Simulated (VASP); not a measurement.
# Ir (P6_3/mmc) in VASP: a series of runs

Runs on Ir. Level: r2SCAN. Tasks: single point.

All numbers are computed with VASP 6.6.1; they aren't measurements. Logs are shortened: lines on timing, memory, paths and dates and some standing lists are left out, and cuts for length are marked.

### Step 1. The cell of the first run

It takes space group P6_3/mmc (No. 194, hexagonal). Conventional cell: a = 2.751 Å, b = 2.751 Å, c = 4.462 Å, α = 90.00°, β = 90.00°, γ = 120.00°. Within 3.6 Å of Ir (site symmetry -6m2) lie 12 Ir at 2.74 to 2.75 Å.

### Step 2. Single point, r2SCAN

The input, POSCAR:

```
Ir
1.0
    2.7513780000      0.0000000000      0.0000000000
   -1.3756890000      2.3827632434      0.0000000000
    0.0000000000      0.0000000000      4.4622900000
Ir
2
Direct
    0.6666666667      0.3333333333      0.7500000000
    0.3333333333      0.6666666667      0.2500000000
```

The input, INCAR.step1:

```
SYSTEM = Ir
PREC = Accurate
ENCUT = 520
ISMEAR = -1
SIGMA = 0.15
LREAL = .False.
LASPH = .True.
NELM = 100
NBANDS = 16
GGA = PE
ALGO = Normal
EDIFF = 1E-4
LWAVE = .True.
LCHARG = .False.
```

The input, INCAR.step2:

```
SYSTEM = Ir
PREC = Accurate
ENCUT = 520
EDIFF = 1E-7
ISMEAR = -1
SIGMA = 0.15
LREAL = .False.
LASPH = .True.
NELM = 100
ALGO = Normal
ISIF = 2
LWAVE = .False.
LCHARG = .False.
METAGGA = R2SCAN
LMIXTAU = .True.
NBANDS = 16
ISTART = 1
```

The input, KPOINTS:

```
regular mesh
0
Gamma
  3 3 2
  0 0 0
```

Potentials or basis: VASP PAW PBE potentials, release 64 (Ir).

Command:

```console
cat potpaw_PBE.64/Ir/POTCAR > POTCAR
cp INCAR.step1 INCAR
mpirun -np 1 vasp_std > vasp.out
cp INCAR.step2 INCAR
mpirun -np 1 vasp_std > vasp.out
```

OUTCAR:

```text
SYSTEM = Ir
   PREC = Accurate
   ENCUT = 520
   EDIFF = 1E-7
   ISMEAR = -1
   LREAL = .False.
   LASPH = .True.
   NELM = 100
   ISIF = 2
   METAGGA = R2SCAN
   ISTART = 1

 ion  position               nearest neighbor table
   1  0.667  0.333  0.750-   2 2.74   2 2.74   2 2.74   2 2.74   2 2.74   2 2.74
   2  0.333  0.667  0.250-   1 2.74   1 2.74   1 2.74   1 2.74   1 2.74   1 2.74

  LATTYP: Found a hexagonal cell.
 ALAT       =     2.7513780000
 C/A-ratio  =     1.6218382207

  Lattice vectors:

 A1 = (   2.7513780000,   0.0000000000,   0.0000000000)
 A2 = (  -1.3756890000,   2.3827632434,   0.0000000000)
 A3 = (   0.0000000000,   0.0000000000,   4.4622900000)

Analysis of symmetry for initial positions (statically):
=====================================================================
 Subroutine PRICEL returns:
 Original cell was already a primitive cell.

 Routine SETGRP: Setting up the symmetry group for a
 hexagonal supercell.

 Subroutine GETGRP returns: Found 24 space group operations
 (whereof 12 operations were pure point group operations)
 out of a pool of 24 trial point group operations.

The static configuration has the point symmetry D_3d.
 The point group associated with its full space group is D_6h.

Analysis of symmetry for dynamics (positions and initial velocities):
=====================================================================
 Subroutine PRICEL returns:
 Original cell was already a primitive cell.

 Routine SETGRP: Setting up the symmetry group for a
 hexagonal supercell.

 Subroutine GETGRP returns: Found 24 space group operations
 (whereof 12 operations were pure point group operations)
 out of a pool of 24 trial point group operations.

The dynamic configuration has the point symmetry D_3d.
 The point group associated with its full space group is D_6h.

 Subroutine INISYM returns: Found 24 space group operations
 (whereof 12 operations are pure point group operations),
 and found     1 'primitive' translations

----------------------------------------------------------------------------------------

                                     Primitive cell

  volume of cell :      29.2542
[... 62 lines left out ...]
   ISTART =      1    job   : 0-new  1-cont  2-samecut
   ICHARG =      0    charge: 1-file 2-atom 10-const
   ISPIN  =      1    spin polarized calculation?
   LNONCOLLINEAR =      F non collinear calculations
   LSORBIT =      F    spin-orbit coupling
   LASPH  =      T    aspherical Exc in radial PAW
   ENCUT  =  520.0 eV  38.22 Ry    6.18 a.u.   5.12  5.12  8.30*2*pi/ulx,y,z
   NELM   =    100;   NELMIN=  2; NELMDL=  0     # of ELM steps
   EDIFF  = 0.1E-06   stopping-criterion for ELM
   LREAL  =      F    real-space projection
   EDIFFG = 0.1E-05   stopping-criterion for IOM
   NSW    =      0    number of steps for IOM
   IBRION =     -1    ionic relax: 0-MD 1-quasi-New 2-CG
   NFREE  =      0    steps in history (QN), initial steepest desc. (CG)
   ISIF   =      2    stress and relaxation
   ISYM   =      2    0-nonsym 1-usesym 2-fastsym
   POTIM  = 0.5000    time-step for ionic-motion
   TEBEG  =    0.0;   TEEND  =   0.0 temperature during run
   PSTRESS=    0.0 pullay stress
   NELECT =      18.0000    total number of electrons
   NUPDOWN=      -1.0000    fix difference up-down
   EMIN   =  10.00;   EMAX   =-10.00  energy-range for DOS
   EFERMI =   0.00;   METHOD = LEGACY
   ISMEAR =    -1;   SIGMA  =   0.15  broadening in eV -4-tet -1-fermi 0-gaus
   EFERMI_NEDOS =   21; number of points for ismear=-14 and -15
   IALGO  =     38    algorithm
   IMIX   =      4    mixing-type and parameters
     AMIX     =   0.40;   BMIX     =  1.00
     AMIX_MAG =   1.60;   BMIX_MAG =  1.00
  volume/ion in A,a.u.               =      14.63        98.71
  Fermi-wavevector in a.u.,A,eV,Ry     =   1.392417  2.631287 26.379321  1.938825
  Thomas-Fermi vector in A             =   2.516162
   LORBIT       =      0    0 simple, 1 ext, 2 COOP (PROOUT), +10 PAW based schemes
   METAGGA = R2SCAN    functional components
   LHFCALC =     F    Hartree Fock is set to
   AEXX    =    0.0000 exact exchange contribution
   IVDW    =     0    specifies the selected vdW correction
   LEPSILON=     F    determine dielectric tensor
   LRPA    =     F    only Hartree local field effects (RPA)
 non-spin polarized calculation
  energy-cutoff  :      520.00
  volume of cell :       29.25
 maximum number of plane-waves:       801
   NGX = 11   NGY = 11   NGZ = 17

 number of electron      18.0000000 magnetization

 Free energy of the ion-electron system (eV)
  ---------------------------------------------------
  ext. energy  EPLUGINS =         0.00000000
  ---------------------------------------------------
  free energy    TOTEN  =      -103.46424381 eV

  energy without entropy =     -103.15425365  energy(sigma->0) =     -103.30924873

 E-fermi :   9.5859     XC(G=0): -15.1284

 val. band max:        9.5016135524   @ k =   0.3333   0.0000   0.0000
 cond. band min:       9.6629963653   @ k =   0.3333   0.3333   0.0000
 fundamental gap:      0.1613828129
 Fermi energy:         9.5859480861

 k-point     1 :       0.0000    0.0000    0.0000
  band No.  band energies     occupation
      1      -1.5692      2.00000
      2       1.5852      2.00000
      3       5.7373      2.00000
      4       6.0329      2.00000
      5       6.0329      2.00000
      6       6.6796      2.00000
[... 91 lines left out ...]
      3       4.3436      2.00000
      4       4.3436      2.00000
      5       5.6525      2.00000
      6       5.6525      2.00000
[... 8 lines left out ...]
     15      19.8033      0.00000
     16      19.8033      0.00000

------------------------ aborting loop because EDIFF is reached ----------------------------------------

  FORCE on cell =-STRESS in cart. coord.  units (eV):
  Direction    XX          YY          ZZ          XY          YZ          ZX
  --------------------------------------------------------------------------------------
  -------------------------------------------------------------------------------------
  Total        4.0754460      4.0754460     -5.1887307      0.0000000      0.0000000      0.0000000
  in kB      223.2013306    223.2013306   -284.1729707      0.0000000      0.0000000      0.0000000
  external PRESSURE =      54.0765635 kB  Pullay stress =       0.0000000 kB

 VOLUME and BASIS-vectors are now :
 -----------------------------------------------------------------------------
  energy-cutoff  :      520.00
  volume of cell :       29.25
      direct lattice vectors                 reciprocal lattice vectors
     2.751378000  0.000000000  0.000000000     0.363454240  0.209840403  0.000000000
    -1.375689000  2.382763243  0.000000000     0.000000000  0.419680807  0.000000000
     0.000000000  0.000000000  4.462290000     0.000000000  0.000000000  0.224100182

 POSITION                                       TOTAL-FORCE (eV/Angst)
 -----------------------------------------------------------------------------------
      1.37569      0.79425      3.34672        -0.000000     -0.000000      0.000000
     -0.00000      1.58851      1.11557         0.000000      0.000000      0.000000
 -----------------------------------------------------------------------------------
    total drift:                                0.000000     -0.000000      0.000000

  FREE ENERGIE OF THE ION-ELECTRON SYSTEM (eV)
  ---------------------------------------------------
  free  energy   TOTEN  =      -103.4642438056 eV

  energy  without entropy=     -103.1542536542  energy(sigma->0) =     -103.30924873
```

OUTCAR.step1:

```text
SYSTEM = Ir
   PREC = Accurate
   ENCUT = 520
   ISMEAR = -1
   LREAL = .False.
   LASPH = .True.
[... 316 lines left out ...]
      1.37569      0.79425      3.34672         0.000000      0.000000      0.000000
     -0.00000      1.58851      1.11557        -0.000000     -0.000000      0.000000
 -----------------------------------------------------------------------------------
    total drift:                                0.000000     -0.000000      0.000000

  FREE ENERGIE OF THE ION-ELECTRON SYSTEM (eV)
  ---------------------------------------------------
  free  energy   TOTEN  =       -16.5135059235 eV

  energy  without entropy=      -16.1917838781  energy(sigma->0) =      -16.35264490
```

It took 18 s on 1 thread of Intel Xeon 6975P-C, shared host; peak memory 0.14 GiB.

What came out:

```yaml
Free_energy: -103.4642 eV
Pressure: 5.4 GPa
Band_gap_on_the_k_mesh: zero (band 9 reaches 9.95 eV, above the bottom of band 10 at 8.93 eV)
```

Caveat: the k points lie up to 0.88 Å⁻¹ apart; the PAW data sets were made with another functional, which shifts forces and pressure a little; spin-orbit coupling is left out, which moves the levels of the heavy elements.

### Step 3. Single point, r2SCAN

POSCAR is that of step 2.

The input, INCAR.step1:

```
SYSTEM = Ir
  ALGO = Normal
  EDIFF = 1E-4
  ENCUT = 520
  GGA = PE
  ISMEAR = -1
  LASPH = .True.
  LCHARG = .False.
  LREAL = .False.
  LWAVE = .True.
  NBANDS = 16
  NELM = 60
  PREC = Accurate
  SIGMA = 0.15
```

The input, INCAR.step2:

```
SYSTEM = Ir
  ALGO = Normal
  EDIFF = 1E-6
  ENCUT = 520
  ISIF = 2
  ISMEAR = -1
  ISTART = 1
  LASPH = .True.
  LCHARG = .False.
  LMIXTAU = .True.
  LREAL = .False.
  LWAVE = .False.
  METAGGA = R2SCAN
  NBANDS = 16
  NELM = 60
  PREC = Accurate
  SIGMA = 0.15
```

The input, KPOINTS:

```
k-points
0
Gamma
  4 4 3
  0 0 0
```

Potentials or basis: VASP PAW PBE potentials, release 64 (Ir).

Command:

```console
cat potpaw_PBE.64/Ir/POTCAR > POTCAR
cp INCAR.step1 INCAR
mpirun -np 1 vasp_std > vasp.out
cp INCAR.step2 INCAR
mpirun -np 1 vasp_std > vasp.out
```

Wall time 18 s (1 thread of Intel Xeon 6975P-C, shared host); peak memory 0.14 GiB.

Results (log left out):

```
Free energy            : -105.0447 eV
Pressure               : -9.8 GPa
Band gap on the k mesh : zero (band 9 reaches 10.72 eV, above the bottom of band 10 at 8.31 eV)
```

Stress tensor (GPa, compression positive):
```
-15.05   0.00   0.00
  0.00 -15.05   0.00
  0.00   0.00   0.79
```

Levels at points of the mesh, in eV from the Fermi level:
```csv
k point,band 6,band 7,band 8,band 9,band 10,band 11,band 12,band 13
"(0.00, 0.00, 0.00)",-3.18,-3.18,-2.32,-2.32,-0.66,0.31,0.31,7.19
"(0.50, 0.00, 0.00)",-3.37,-2.93,0.68,0.98,1.09,2.99,4.47,8.49
```

Caveat: the k points lie up to 0.66 Å⁻¹ apart; the PAW data sets were made with another functional, which shifts forces and pressure a little; spin-orbit coupling is left out, which moves the levels of the heavy elements.

### Step 4. Single point, r2SCAN

POSCAR is that of step 3.

The input, INCAR.step1:

```
ALGO = Normal
EDIFF = 1E-4
ENCUT = 520
GGA = PE
ISMEAR = -1
LASPH = True
LCHARG = False
LREAL = False
LWAVE = True
NBANDS = 16
NELM = 100
PREC = Accurate
SIGMA = 0.15
```

The input, INCAR.step2:

```
ALGO = Normal
EDIFF = 1E-6
ENCUT = 520
ISIF = 2
ISMEAR = -1
ISTART = 1
LASPH = True
LCHARG = False
LMIXTAU = True
LREAL = False
LWAVE = False
METAGGA = R2SCAN
NBANDS = 16
NELM = 100
PREC = Accurate
SIGMA = 0.15
```

The input, KPOINTS:

```
k-points
0
Gamma
  5 5 3
```

Potentials or basis: VASP PAW PBE potentials, release 64 (Ir).

Command:

```console
cat potpaw_PBE.64/Ir/POTCAR > POTCAR
cp INCAR.step1 INCAR
mpirun -np 1 vasp_std > vasp.out
cp INCAR.step2 INCAR
mpirun -np 1 vasp_std > vasp.out
```

OUTCAR:

```text
EDIFF = 1E-6
   ENCUT = 520
   ISIF = 2
   ISMEAR = -1
   ISTART = 1
   LASPH = True
   LREAL = False
   METAGGA = R2SCAN
   NELM = 100
   PREC = Accurate

 ion  position               nearest neighbor table
   1  0.667  0.333  0.750-   2 2.74   2 2.74   2 2.74   2 2.74   2 2.74   2 2.74
   2  0.333  0.667  0.250-   1 2.74   1 2.74   1 2.74   1 2.74   1 2.74   1 2.74

  LATTYP: Found a hexagonal cell.
 ALAT       =     2.7513780000
 C/A-ratio  =     1.6218382207

  Lattice vectors:
[... 361 lines left out ...]

------------------------ aborting loop because EDIFF is reached ----------------------------------------

  FORCE on cell =-STRESS in cart. coord.  units (eV):
  Direction    XX          YY          ZZ          XY          YZ          ZX
  --------------------------------------------------------------------------------------
  -------------------------------------------------------------------------------------
  Total       -0.8225595     -0.8225595     -0.9357348      0.0000000     -0.0000000      0.0000000
  in kB      -45.0493933    -45.0493933    -51.2477024      0.0000000     -0.0000000      0.0000000
  external PRESSURE =     -47.1154963 kB  Pullay stress =       0.0000000 kB

 VOLUME and BASIS-vectors are now :
 -----------------------------------------------------------------------------
  energy-cutoff  :      520.00
  volume of cell :       29.25
      direct lattice vectors                 reciprocal lattice vectors
     2.751378000  0.000000000  0.000000000     0.363454240  0.209840403  0.000000000
    -1.375689000  2.382763243  0.000000000     0.000000000  0.419680807  0.000000000
     0.000000000  0.000000000  4.462290000     0.000000000  0.000000000  0.224100182

 POSITION                                       TOTAL-FORCE (eV/Angst)
 -----------------------------------------------------------------------------------
      1.37569      0.79425      3.34672        -0.000000      0.000000      0.000000
     -0.00000      1.58851      1.11557         0.000000      0.000000      0.000000
 -----------------------------------------------------------------------------------
    total drift:                                0.000000     -0.000000     -0.000000

  FREE ENERGIE OF THE ION-ELECTRON SYSTEM (eV)
  ---------------------------------------------------
  free  energy   TOTEN  =      -104.4998159428 eV

  energy  without entropy=     -104.2778797539  energy(sigma->0) =     -104.38884785
```

OUTCAR.step1:

```text
EDIFF = 1E-4
   ENCUT = 520
   GGA = PE
   ISMEAR = -1
   LASPH = True
[... 396 lines left out ...]
      1.37569      0.79425      3.34672         0.000000      0.000000      0.000000
     -0.00000      1.58851      1.11557        -0.000000     -0.000000      0.000000
 -----------------------------------------------------------------------------------
    total drift:                                0.000000     -0.000000     -0.000000

  FREE ENERGIE OF THE ION-ELECTRON SYSTEM (eV)
  ---------------------------------------------------
  free  energy   TOTEN  =       -17.5155349058 eV

  energy  without entropy=      -17.2881974030  energy(sigma->0) =      -17.40186615
```

Wall time 26 s (1 thread of Intel Xeon 6975P-C, shared host); peak memory 0.14 GiB.

Results:

| Quantity | Value |
| --- | --- |
| Free energy | -104.4998 eV |
| Pressure | -4.7 GPa |
| Band gap on the k mesh | zero (band 9 reaches 10.20 eV, above the bottom of band 10 at 7.69 eV) |

Levels at points of the mesh, in eV from the Fermi level:
```tsv
k point	band 7	band 8	band 9	band 10	band 11	band 12
(0.00, 0.00, 0.00)	-3.29	-2.44	-2.44	-0.76	0.18	0.18
```

Caveat: the k points lie up to 0.53 Å⁻¹ apart; the PAW data sets were made with another functional, which shifts forces and pressure a little; spin-orbit coupling is left out, which moves the levels of the heavy elements.

### Step 5. Single point, r2SCAN

POSCAR is that of step 4.

The input, INCAR.step1:

```
SYSTEM = Ir
PREC     = Accurate       ! precision mode
ENCUT    = 520            ! plane-wave cutoff, eV
ISMEAR   = -1             ! smearing method
SIGMA    = 0.15           ! smearing width, eV
LREAL    = .False.        ! projectors in reciprocal space
LASPH    = .True.         ! aspherical terms in the spheres
NELM     = 100            ! most SCF steps
NBANDS   = 16             ! bands
GGA      = PE             ! functional
ALGO     = Normal         ! electronic algorithm
EDIFF    = 1E-4           ! SCF threshold, eV
LWAVE    = .True.         ! write WAVECAR
LCHARG   = .False.        ! write CHGCAR
```

The input, INCAR.step2:

```
SYSTEM = Ir
PREC     = Accurate       ! precision mode
ENCUT    = 520            ! plane-wave cutoff, eV
EDIFF    = 1E-7           ! SCF threshold, eV
ISMEAR   = -1             ! smearing method
SIGMA    = 0.15           ! smearing width, eV
LREAL    = .False.        ! projectors in reciprocal space
LASPH    = .True.         ! aspherical terms in the spheres
NELM     = 100            ! most SCF steps
ALGO     = Normal         ! electronic algorithm
ISIF     = 2              ! what is computed and relaxed
LWAVE    = .False.        ! write WAVECAR
LCHARG   = .False.        ! write CHGCAR
METAGGA  = R2SCAN         ! meta-GGA
LMIXTAU  = .True.       
NBANDS   = 16             ! bands
ISTART   = 1
```

The input, KPOINTS:

```
Automatic mesh
0
Gamma
  6 6 4
  0 0 0
```

Command:

```console
cat potpaw_PBE.64/Ir/POTCAR > POTCAR
cp INCAR.step1 INCAR
mpirun -np 1 vasp_std > vasp.out
cp INCAR.step2 INCAR
mpirun -np 1 vasp_std > vasp.out
```

Run time: 37 s. Hardware: 1 thread of Intel Xeon 6975P-C, shared host; peak memory 0.15 GiB.

It converged, with:

| Item | Value |
| --- | --- |
| Free energy | -104.6042 eV |
| Pressure | -5.9 GPa |
| Band gap on the k mesh | zero (band 9 reaches 10.69 eV, above the bottom of band 10 at 7.42 eV) |

Stress tensor (GPa, compression positive):
```
 -3.73   0.00   0.00
  0.00  -3.73   0.00
  0.00   0.00 -10.24
```

Levels at points of the mesh, in eV from the Fermi level:
| k point | band 6 | band 7 | band 8 | band 9 | band 10 | band 11 | band 12 | band 13 |
| --- | --- | --- | --- | --- | --- | --- | --- | --- |
| (0.00, 0.00, 0.00) | -2.97 | -2.97 | -2.22 | -2.22 | -0.56 | 0.42 | 0.42 | 7.30 |
| (0.50, 0.00, 0.00) | -3.25 | -2.81 | 0.87 | 1.08 | 1.28 | 3.13 | 4.63 | 8.69 |
| (0.00, 0.00, 0.50) | -3.75 | -3.75 | -3.75 | -0.33 | -0.33 | -0.33 | -0.33 | 14.51 |
| (0.50, 0.00, 0.50) | -1.97 | -0.77 | -0.77 | 1.12 | 1.12 | 2.22 | 2.22 | 7.96 |

Caveat: the k points lie up to 0.44 Å⁻¹ apart; the PAW data sets were made with another functional, which shifts forces and pressure a little; spin-orbit coupling is left out, which moves the levels of the heavy elements.

(Part 1 of 2 ends here.)
